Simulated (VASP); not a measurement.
# MnO (P4/nmm) in VASP: single point with PBE

Aim: the single point of MnO with PBE.

Program: VASP 6.6.1. These are calculated values, not measurements. Logs are shortened: lines on timing, memory, paths and dates and some standing lists are left out, and cuts for length are marked.

**1. The cell of the first run**

The structure is tetragonal, space group P4/nmm (No. 129). Conventional cell: a = 3.982 Å, b = 3.982 Å, c = 3.352 Å, α = 90.00°, β = 90.00°, γ = 90.00°. Mn (site symmetry 4mm) has 4 O at 1.99 Å within 2.6 Å. Within 2.6 Å of O (site symmetry -4m2) lie 4 Mn at 1.99 Å.

**2. Single point, PBE, collinear spin, ferromagnetic start**

The input, INCAR:

```
SYSTEM = MnO
  PREC = Accurate
  ENCUT = 520
  EDIFF = 1E-6
  ISMEAR = 0
  SIGMA = 0.1
  LREAL = .FALSE.
  LASPH = .TRUE.
  NELM = 150
  ALGO = Normal
  ISIF = 2
  LWAVE = .FALSE.
  LCHARG = .FALSE.
  ISPIN = 2
  MAGMOM = 4.45 4.45 0 0
  LORBIT = 11
  LMAXMIX = 4
  GGA = PE
  NBANDS = 31
```

The input, KPOINTS:

```
Automatic mesh
0
G
  6 6 4
  0 0 0
```

The input, POSCAR:

```
MnO
1.0
    3.9822309267      0.0000000000      0.0000000000
    0.0000000000      3.9822309267      0.0000000000
    0.0000000000      0.0000000000      3.3524622509
Mn O
2 2
Direct
    0.0000000000      0.5000000000     -0.0219034458
    0.5000000000      0.0000000000      1.0219034458
    0.5000000000      0.5000000000      0.0000000000
    0.0000000000      0.0000000000      0.0000000000
```

Potentials or basis: VASP PAW PBE potentials, release 64 (Mn_pv, O).

Started as:

```bash
cat potpaw_PBE.64/Mn_pv/POTCAR potpaw_PBE.64/O/POTCAR > POTCAR
mpirun -np 1 vasp_std > vasp.out
```

OUTCAR:

```text
SYSTEM = MnO
   PREC = Accurate
   ENCUT = 520
   EDIFF = 1E-6
   ISMEAR = 0
   LREAL = .FALSE.
   LASPH = .TRUE.
   NELM = 150
   ISIF = 2
   ISPIN = 2
   LORBIT = 11
   GGA = PE

 ion  position               nearest neighbor table
   1  0.000  0.500  0.978-   3 1.99   4 1.99   4 1.99   3 1.99   2 2.82   2 2.82   2 2.82   2 2.82

   2  0.500  0.000  0.022-   3 1.99   4 1.99   3 1.99   4 1.99   1 2.82   1 2.82   1 2.82   1 2.82

   3  0.500  0.500  0.000-   1 1.99   2 1.99   2 1.99   1 1.99
   4  0.000  0.000  0.000-   1 1.99   2 1.99   1 1.99   2 1.99

  LATTYP: Found a simple tetragonal cell.
 ALAT       =     3.9822309267
 C/A-ratio  =     0.8418553099

  Lattice vectors:

 A1 = (   3.9822309267,   0.0000000000,   0.0000000000)
 A2 = (   0.0000000000,   3.9822309267,   0.0000000000)
 A3 = (   0.0000000000,   0.0000000000,   3.3524622509)

Analysis of symmetry for initial positions (statically):
=====================================================================
 Subroutine PRICEL returns:
 Original cell was already a primitive cell.

 Routine SETGRP: Setting up the symmetry group for a
 simple tetragonal supercell.

 Subroutine GETGRP returns: Found 16 space group operations
 (whereof  8 operations were pure point group operations)
 out of a pool of 16 trial point group operations.

The static configuration has the point symmetry D_2d.
 The point group associated with its full space group is D_4h.

Analysis of symmetry for dynamics (positions and initial velocities):
=====================================================================
 Subroutine PRICEL returns:
 Original cell was already a primitive cell.

 Routine SETGRP: Setting up the symmetry group for a
 simple tetragonal supercell.

 Subroutine GETGRP returns: Found 16 space group operations
 (whereof  8 operations were pure point group operations)
 out of a pool of 16 trial point group operations.

The dynamic configuration has the point symmetry D_2d.
 The point group associated with its full space group is D_4h.

Analysis of structural, dynamic, and magnetic symmetry:
=====================================================================
 Subroutine PRICEL returns:
 Original cell was already a primitive cell.

 Routine SETGRP: Setting up the symmetry group for a
 simple tetragonal supercell.

 Subroutine GETGRP returns: Found 16 space group operations
 (whereof  8 operations were pure point group operations)
 out of a pool of 16 trial point group operations.

The overall configuration has the point symmetry D_2d.
 The point group associated with its full space group is D_4h.

 Subroutine INISYM returns: Found 16 space group operations
 (whereof  8 operations are pure point group operations),
 and found     1 'primitive' translations

----------------------------------------------------------------------------------------

                                     Primitive cell

  volume of cell :      53.1639

  direct lattice vectors                    reciprocal lattice vectors
     3.982230927  0.000000000  0.000000000     0.251115523  0.000000000  0.000000000
     0.000000000  3.982230927  0.000000000     0.000000000  0.251115523  0.000000000
     0.000000000  0.000000000  3.352462251     0.000000000  0.000000000  0.298288221

  length of vectors
     3.982230927  3.982230927  3.352462251     0.251115523  0.251115523  0.298288221

  position of ions in fractional coordinates (direct lattice)
     0.000000000  0.500000000  0.978096554
     0.500000000  0.000000000  0.021903446
     0.500000000  0.500000000  0.000000000
     0.000000000  0.000000000  0.000000000

  ion indices of the primitive-cell ions
   primitive index   ion index
                 1           1
                 2           2
                 3           3
                 4           4

----------------------------------------------------------------------------------------

 KPOINTS: Automatic mesh

Automatic generation of k-mesh.
 Grid dimensions read from file:
 generate k-points for:    6    6    4

 Generating k-lattice:

  Cartesian coordinates                     Fractional coordinates (reciprocal lattice)
     0.041852587  0.000000000  0.000000000     0.166666667  0.000000000  0.000000000
     0.000000000  0.041852587  0.000000000     0.000000000  0.166666667  0.000000000
     0.000000000  0.000000000  0.074572055     0.000000000  0.000000000  0.250000000

  Length of vectors
     0.041852587  0.041852587  0.074572055

  Shift w.r.t. Gamma in fractional coordinates (k-lattice)
     0.000000000  0.000000000  0.000000000

 Subroutine IBZKPT returns following result:
 ===========================================

 Found     30 irreducible k-points:

 Following reciprocal coordinates:
            Coordinates               Weight
  0.000000  0.000000  0.000000      1.000000
  0.166667  0.000000  0.000000      4.000000
  0.333333  0.000000  0.000000      4.000000
  0.500000  0.000000  0.000000      2.000000
  0.166667  0.166667  0.000000      4.000000
  0.333333  0.166667  0.000000      8.000000
[... 16 lines left out ...]
  0.333333  0.000000  0.500000      4.000000
  0.500000  0.000000  0.500000      2.000000
 [... further k-points ...]
   k-points           NKPTS =     30   k-points in BZ     NKDIM =     30   number of bands    NBANDS=     31
   number of dos      NEDOS =    301   number of ions     NIONS =      4
   total plane-waves  NPLWV =  25200
   dimension x,y,z NGX =    30 NGY =   30 NGZ =   28
   dimension x,y,z NGXF=    60 NGYF=   60 NGZF=   56
   ions per type =               2   2
   NGX,Y,Z   is equivalent  to a cutoff of  12.52, 12.52, 13.88 a.u.
   NGXF,Y,Z  is equivalent  to a cutoff of  25.05, 25.05, 27.77 a.u.
 SYSTEM =  MnO
   PREC   = accura    normal or accurate (medium, high low for compatibility)
   ISTART =      0    job   : 0-new  1-cont  2-samecut
   ICHARG =      2    charge: 1-file 2-atom 10-const
   ISPIN  =      2    spin polarized calculation?
   LNONCOLLINEAR =      F non collinear calculations
   LSORBIT =      F    spin-orbit coupling
   LASPH  =      T    aspherical Exc in radial PAW
   ENCUT  =  520.0 eV  38.22 Ry    6.18 a.u.   7.40  7.40  6.23*2*pi/ulx,y,z
   NELM   =    150;   NELMIN=  2; NELMDL= -5     # of ELM steps
   EDIFF  = 0.1E-05   stopping-criterion for ELM
   LREAL  =      F    real-space projection
   EDIFFG = 0.1E-04   stopping-criterion for IOM
   NSW    =      0    number of steps for IOM
   IBRION =     -1    ionic relax: 0-MD 1-quasi-New 2-CG
   NFREE  =      0    steps in history (QN), initial steepest desc. (CG)
   ISIF   =      2    stress and relaxation
   ISYM   =      2    0-nonsym 1-usesym 2-fastsym
   POTIM  = 0.5000    time-step for ionic-motion
   TEBEG  =    0.0;   TEEND  =   0.0 temperature during run
   PSTRESS=    0.0 pullay stress
   NELECT =      38.0000    total number of electrons
   NUPDOWN=      -1.0000    fix difference up-down
   EMIN   =  10.00;   EMAX   =-10.00  energy-range for DOS
   EFERMI =   0.00;   METHOD = LEGACY
   ISMEAR =     0;   SIGMA  =   0.10  broadening in eV -4-tet -1-fermi 0-gaus
   EFERMI_NEDOS =   21; number of points for ismear=-14 and -15
   IALGO  =     38    algorithm
   IMIX   =      4    mixing-type and parameters
     AMIX     =   0.40;   BMIX     =  1.00
     AMIX_MAG =   1.60;   BMIX_MAG =  1.00
  volume/ion in A,a.u.               =      13.29        89.69
  Fermi-wavevector in a.u.,A,eV,Ry     =   1.463739  2.766066 29.150933  2.142533
  Thomas-Fermi vector in A             =   2.579798
   LORBIT       =     11    0 simple, 1 ext, 2 COOP (PROOUT), +10 PAW based schemes
   GGA     = PE    functional components
   LHFCALC =     F    Hartree Fock is set to
   AEXX    =    0.0000 exact exchange contribution
   IVDW    =     0    specifies the selected vdW correction
   LEPSILON=     F    determine dielectric tensor
   LRPA    =     F    only Hartree local field effects (RPA)
 spin polarized calculation
 Gauss-broadening in eV      SIGMA  =   0.10
  energy-cutoff  :      520.00
  volume of cell :       53.16
 maximum number of plane-waves:      1460
 NGX is ok and might be reduce to    30
   NGX = 15   NGY = 15   NGZ = 13

 number of electron      38.0000016 magnetization       7.7704632

 Free energy of the ion-electron system (eV)
  ---------------------------------------------------
  ext. energy  EPLUGINS =         0.00000000
  ---------------------------------------------------
  free energy    TOTEN  =       -32.39824165 eV

  energy without entropy =      -32.38454417  energy(sigma->0) =      -32.39139291

 E-fermi :   5.3761     XC(G=0): -10.5857

 val. band max:        5.3664243285   @ k =   0.3333   0.1667   0.0000
 cond. band min:       5.4267168550   @ k =   0.1667   0.0000   0.0000
 fundamental gap:      0.0602925265
 Fermi energy:         5.3761439108

 spin component 1

 k-point     1 :       0.0000    0.0000    0.0000
  band No.  band energies     occupation
      1     -45.1605      1.00000
      2     -45.1605      1.00000
      3     -45.0598      1.00000
      4     -45.0598      1.00000
      5     -44.9083      1.00000
      6     -44.8899      1.00000
[... 805 lines left out ...]
     30      16.6463      0.00000
     31      18.9160      0.00000

 [... further k-points ...]

 spin component 2

 k-point     1 :       0.0000    0.0000    0.0000
  band No.  band energies     occupation
      1     -41.3264      1.00000
      2     -41.3264      1.00000
      3     -41.2073      1.00000
      4     -41.2073      1.00000
      5     -40.9057      1.00000
      6     -40.8838      1.00000
[... 805 lines left out ...]
     30      17.5071      0.00000
     31      19.3999      0.00000

 [... further k-points ...]
[... 5 lines left out ...]
  --------------------------------------------------------------------------------------
  -------------------------------------------------------------------------------------
  Total        0.2730214      0.2730214     -0.1200490      0.0000000      0.0000000     -0.0000000
  in kB        8.2279271      8.2279271     -3.6178642      0.0000000      0.0000000     -0.0000000
  external PRESSURE =       4.2793300 kB  Pullay stress =       0.0000000 kB

 VOLUME and BASIS-vectors are now :
 -----------------------------------------------------------------------------
  energy-cutoff  :      520.00
  volume of cell :       53.16
      direct lattice vectors                 reciprocal lattice vectors
     3.982230927  0.000000000  0.000000000     0.251115523  0.000000000  0.000000000
     0.000000000  3.982230927  0.000000000     0.000000000  0.251115523  0.000000000
     0.000000000  0.000000000  3.352462251     0.000000000  0.000000000  0.298288221

 POSITION                                       TOTAL-FORCE (eV/Angst)
 -----------------------------------------------------------------------------------
      0.00000      1.99112      3.27903         0.000000     -0.000000     -0.019938
      1.99112      0.00000      0.07343        -0.000000     -0.000000      0.019938
      1.99112      1.99112      0.00000         0.000000     -0.000000      0.000000
      0.00000      0.00000      0.00000         0.000000      0.000000      0.000000
 -----------------------------------------------------------------------------------
    total drift:                                0.000000     -0.000000      0.000000

  FREE ENERGIE OF THE ION-ELECTRON SYSTEM (eV)
  ---------------------------------------------------
  free  energy   TOTEN  =       -32.3982416540 eV

  energy  without entropy=      -32.3845441727  energy(sigma->0) =      -32.39139291

 total charge

# of ion       s       p       d       tot
------------------------------------------
    1        0.272   6.231   5.017  11.520
    2        0.272   6.231   5.017  11.520
    3        1.559   3.463   0.000   5.022
    4        1.559   3.463   0.000   5.022
--------------------------------------------------
tot          3.662  19.388  10.034  33.084

 magnetization (x)

# of ion       s       p       d       tot
------------------------------------------
    1        0.035   0.018   3.565   3.618
    2        0.035   0.018   3.565   3.618
    3        0.011   0.089   0.000   0.100
    4        0.011   0.089   0.000   0.100
--------------------------------------------------
tot          0.091   0.215   7.131   7.437
```

Wall time 67 s (1 thread of AMD EPYC 7R13 (Zen 3), shared host); peak memory 0.19 GiB.

Results:

* Free energy: -32.3982 eV
* Pressure: 0.4 GPa
* Largest force: 0.020 eV/Å
* Net moment: 7.77 μB per cell
* Site moments: Mn +3.62; O +0.10 μB
* Valence electrons inside the program's atomic spheres: Mn 11.52; O 5.02

Forces on the atoms (eV/Å):
```
Mn   0.000  0.000 -0.020
Mn   0.000  0.000  0.020
O    0.000  0.000  0.000
O    0.000  0.000  0.000
```

Levels at points of the mesh, in eV from the Fermi level:
Spin up:
| k point | band 21 | band 22 | band 23 | band 24 | band 25 | band 26 |
| --- | --- | --- | --- | --- | --- | --- |
| (0.00, 0.00, 0.00) | -2.32 | -2.12 | -1.67 | -0.92 | 0.85 | 4.97 |
| (0.50, 0.00, 0.00) | -1.44 | -1.44 | -0.60 | -0.60 | 4.18 | 4.18 |
| (0.50, 0.50, 0.00) | -0.91 | -0.91 | 1.96 | 1.96 | 4.70 | 4.70 |
| (0.00, 0.00, 0.50) | -1.85 | -1.76 | -1.67 | -0.92 | 3.02 | 4.78 |
| (0.50, 0.00, 0.50) | -1.59 | -1.59 | -0.03 | -0.03 | 3.12 | 3.12 |
| (0.50, 0.50, 0.50) | -0.98 | -0.98 | 1.97 | 1.97 | 2.06 | 2.06 |
Spin down:
| k point | band 12 | band 13 | band 14 | band 15 | band 16 | band 17 | band 18 | band 19 |
| --- | --- | --- | --- | --- | --- | --- | --- | --- |
| (0.00, 0.00, 0.00) | -4.15 | -4.03 | -3.11 | -2.04 | -1.27 | 0.16 | 0.68 | 0.68 |
| (0.50, 0.00, 0.00) | -5.70 | -3.94 | -3.94 | -0.84 | -0.84 | 1.16 | 1.16 | 1.28 |
| (0.50, 0.50, 0.00) | -6.02 | -4.24 | -4.24 | -0.61 | -0.61 | 1.76 | 1.76 | 1.84 |
| (0.00, 0.00, 0.50) | -4.07 | -4.07 | -3.88 | -1.15 | -0.21 | -0.21 | 0.91 | 1.30 |
| (0.50, 0.00, 0.50) | -5.53 | -5.30 | -5.30 | 0.57 | 0.57 | 1.31 | 1.31 | 1.41 |
| (0.50, 0.50, 0.50) | -5.97 | -5.46 | -5.46 | 1.46 | 1.46 | 1.57 | 1.57 | 1.97 |

Caveat: the k points lie up to 0.47 Å⁻¹ apart; semilocal functionals often make such compounds metallic where correlation or magnetic order opens a gap, which also shifts bond lengths; the run started ferromagnetic, and an antiferromagnetic order may lie lower in energy.
